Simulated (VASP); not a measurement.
## AlN: relaxation of cell and atoms with PBEsol

Crystal: AlN.

```xyz
2
Lattice="0.0000 2.1840 2.1840 2.1840 0.0000 2.1840 2.1840 2.1840 0.0000" Properties=species:S:1:pos:R:3 pbc="T T T"
Al    0.0000    0.0000    0.0000
N     1.0920    1.0920    1.0920
```

* Program: VASP 6.6.1
* Task: relaxation of cell and atoms
* Functional: PBEsol
* Potentials or basis: VASP PAW PBE potentials, release 64 (Al, N)
* Cutoff: 600 eV
* k mesh: 10 × 10 × 10
* Occupations: fermi-dirac, width 0.05 eV
* Spin: no spin polarisation
* Target pressure: 30 GPa
* Dipole correction: no
* Further INCAR settings: ALGO = Normal; EDIFF = 1e-07; IBRION = 2; EDIFFG = -0.02; NSW = 80; ISIF = 3

```yaml
Relaxed_volume: 9.32 Å³/atom
Relaxed_cell: a = 2.976 Å, b = 2.976 Å, c = 2.976 Å, α = 60.00°, β = 60.00°, γ = 60.00°
Space_group_after_relaxing_to_0.05_Å: F-43m (No. 216)
Energy_change_on_relaxing_the_enthalpy_is_what_falls: +97.4 meV/atom
Ionic_steps: 4
Pressure_after_relaxing: 29.8 GPa
Band_gap_on_the_k_mesh: 3.23 eV, indirect (least direct gap 5.13 eV)
```

Step by step:
```csv
step,energy change (eV),largest force (eV/Å),pressure (GPa),volume (Å³)
1,0.0000,0.0000,1.21,20.83
2,1.3357,0.0000,102.83,15.68
3,0.1791,0.0000,28.32,18.73
4,0.1948,0.0000,29.75,18.64
```

Final structure:
```cif
data_structure
_symmetry_space_group_name_H-M 'P 1'
_symmetry_Int_Tables_number 1
_cell_length_a 2.9762
_cell_length_b 2.9762
_cell_length_c 2.9762
_cell_angle_alpha 60.000
_cell_angle_beta 60.000
_cell_angle_gamma 60.000
_cell_volume 18.64
loop_
_atom_site_label
_atom_site_type_symbol
_atom_site_fract_x
_atom_site_fract_y
_atom_site_fract_z
_atom_site_occupancy
Al1 Al 0.00000 0.00000 0.00000 1
N1 N 0.25000 0.25000 0.25000 1
```

Levels at points of the mesh, in eV from the valence-band top:
```csv
k point,band 2,band 3,band 4,band 5,band 6,band 7
"(0.00, 0.00, 0.00)",0.00,0.00,0.00,5.15,13.60,13.60
"(0.50, 0.00, 0.00)",-6.40,-0.49,-0.49,8.31,10.54,11.74
"(0.50, 0.50, 0.00)",-5.31,-1.90,-1.90,3.23,9.15,15.48
```

Wall time 25 s on 1 thread of Intel(R) Xeon(R) Platinum 8559C (Emerald Rapids), with other jobs on the host, peak memory 0.15 GiB.

Caveat: the cell is relaxed towards a set pressure, so the enthalpy falls and the energy may rise; the PAW data sets were made with another functional, which shifts forces and pressure a little. As with any semilocal functional, this PBEsol gap is likely too small.
